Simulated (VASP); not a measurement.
Bi: relaxation of cell and atoms with PBE

Crystal: Bi.

```xyz
3
Lattice="-3.0719 3.0719 3.0719 3.0719 -3.0719 3.0719 3.0719 3.0719 -3.0719" Properties=species:S:1:pos:R:3 pbc="T T T"
Bi    3.0719    0.0000    0.0000
Bi    0.0000    3.0719    0.0000
Bi    0.0000    0.0000    3.0719
```

The cell was built from a structure type or drawn by symmetry, and may not be a known phase.

```
Program                : VASP 6.6.1
Task                   : relaxation of cell and atoms
Functional             : PBE
Potentials or basis    : VASP PAW PBE potentials, release 64 (Bi_d)
Cutoff                 : 600 eV
k mesh                 : 4 × 4 × 4
Occupations            : gaussian, width 0.1 eV
Spin                   : no spin polarisation
Dipole correction      : no
Further INCAR settings : ALGO = Normal; EDIFF = 1e-07; IBRION = 2; EDIFFG = -0.04; NSW = 90; ISIF = 3
```

* Relaxed volume: 40.92 Å³/atom
* Relaxed cell: a = 5.423 Å, b = 5.423 Å, c = 5.423 Å, α = 109.47°, β = 109.47°, γ = 109.47°
* Space group after relaxing (to 0.1 Å): Im-3m (No. 229)
* Energy gained by relaxing: 14.7 meV/atom
* Ionic steps: 3
* Pressure after relaxing: 0.0 GPa
* Band gap on the k mesh: zero (an odd number of electrons rules out a gap without spin polarisation)

Step by step:
| step | energy change (eV) | largest force (eV/Å) | pressure (GPa) | volume (Å³) |
| --- | --- | --- | --- | --- |
| 1 | 0.0000 | 0.0000 | 2.18 | 115.96 |
| 2 | -0.0399 | 0.0000 | -0.59 | 125.03 |
| 3 | -0.0442 | 0.0000 | 0.01 | 122.76 |

Final structure:
```
CELL_PARAMETERS angstrom
-3.13085 3.13085 3.13085
3.13085 -3.13085 3.13085
3.13085 3.13085 -3.13085
ATOMIC_POSITIONS crystal
Bi 0.00000 0.50000 0.50000
Bi 0.50000 0.00000 0.50000
Bi 0.50000 0.50000 0.00000
```

Levels at points of the mesh, in eV from the Fermi level:
```
           k point  band 20  band 21  band 22  band 23  band 24  band 25  band 26  band 27
(0.00, 0.00, 0.00)    -3.32    -3.32    -0.31    -0.31    -0.31     3.49     3.67     3.67
(0.50, 0.00, 0.00)    -2.04    -0.87    -0.61    -0.08     0.26     0.72     1.77     5.64
(0.50, 0.50, 0.50)    -4.42    -4.42     0.71     0.71     0.71     4.03     5.97     5.97
```

Wall time 2 min on 1 thread of Intel Xeon 8259CL, on a shared host, peak memory 0.33 GiB.

Caveat: the k points lie up to 0.35 Å⁻¹ apart in the final cell, too coarse for converged energies and pressures of a metal; spin-orbit coupling is left out, which moves the levels of the heavy elements.
